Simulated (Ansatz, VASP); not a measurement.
**Two plane-wave programs on WS2**

File INCAR:

```
PREC = Accurate
ENCUT = 520
EDIFF = 1E-6
ISMEAR = 0
SIGMA = 0.05
LREAL = False
LASPH = True
NELM = 100
ALGO = Normal
ISIF = 2
LWAVE = False
LCHARG = True
GGA = PE
IVDW = 12
LELF = True
LVHAR = True
NBANDS = 35
```

KPOINTS

```
regular mesh
0
Gamma
  12 12 4
```

The input POSCAR:

```
WS2
1.0
    3.1013957430      0.0000000000      0.0000000000
   -1.5506978715      2.6858875006      0.0000000000
    0.0000000000      0.0000000000     11.9399670432
W S
2 4
Direct
    0.3333333333      0.6666666667      0.7499331087
    0.6666666667      0.3333333333      0.2500668913
    0.3333333333      0.6666666667      0.1203774713
    0.6666666667      0.3333333333      0.6202447091
    0.3333333333      0.6666666667      0.3797552909
    0.6666666667      0.3333333333      0.8796225287
```

Input for Ansatz:

```yaml
crystal:
  lattice:
    - [3.101395743, 0.0, 0.0]
    - [-1.5506978715, 2.6858875006, 0.0]
    - [0.0, 0.0, 11.9399670432]
  atoms:
    - { symbol: W, position: [0.3333333333, 0.6666666667, 0.7499331087] }
    - { symbol: W, position: [0.6666666667, 0.3333333333, 0.2500668913] }
    - { symbol: S, position: [0.3333333333, 0.6666666667, 0.1203774713] }
    - { symbol: S, position: [0.6666666667, 0.3333333333, 0.6202447091] }
    - { symbol: S, position: [0.3333333333, 0.6666666667, 0.3797552909] }
    - { symbol: S, position: [0.6666666667, 0.3333333333, 0.8796225287] }
basis:
  ecutwfc: 420
kpoints:
  mp_grid: { grid: [12, 12, 4] }
hamiltonian:
  xc: pbe
  dispersion: d3bj
scf:
  occupations: { method: gaussian, width: 0.05 }
output:
  forces: true
  stress: true
  eigenvalues: true
  write_density: true
  write_potential: true
  elf: true
  volumetric_format: npy
```

Change from the starting cell: mode 4 frozen in at +0.000 Å, equal normal strain along x, y and z -0.0167.

Alike in both runs: task single point; functional PBE; dispersion D3(BJ); k mesh 12 × 12 × 4; occupations gaussian, width 0.05 eV; no spin polarisation.

|  | VASP | Ansatz |
| --- | --- | --- |
| version | VASP 6.6.1 | Ansatz 0.2.0 |
| potentials or method | VASP PAW PBE potentials, release 64 (W_sv, S), cutoff 520 eV | scalar-relativistic, plane waves, PAW |
| valence electrons in the cell | 52 | 52 |

Ansatz gave:

- gap on the k mesh at the Fermi level (eV): 0.82
- least direct gap on the mesh (eV): 1.95
- pressure (GPa): 9.5
- traceless stress, the component that is largest in VASP (GPa): 0.62
- rms of the force components (eV/Å): 0.446

What did VASP give for the same quantities?

gap on the k mesh at the Fermi level (eV): 0.84; least direct gap on the mesh (eV): 1.95; pressure (GPa): 9.5; traceless stress, the component that is largest in VASP (GPa): 0.62; rms of the force components (eV/Å): 0.447.

Atom by atom the forces differ by 0.001 eV/Å (rms over components).

Neither program's run includes spin-orbit coupling.
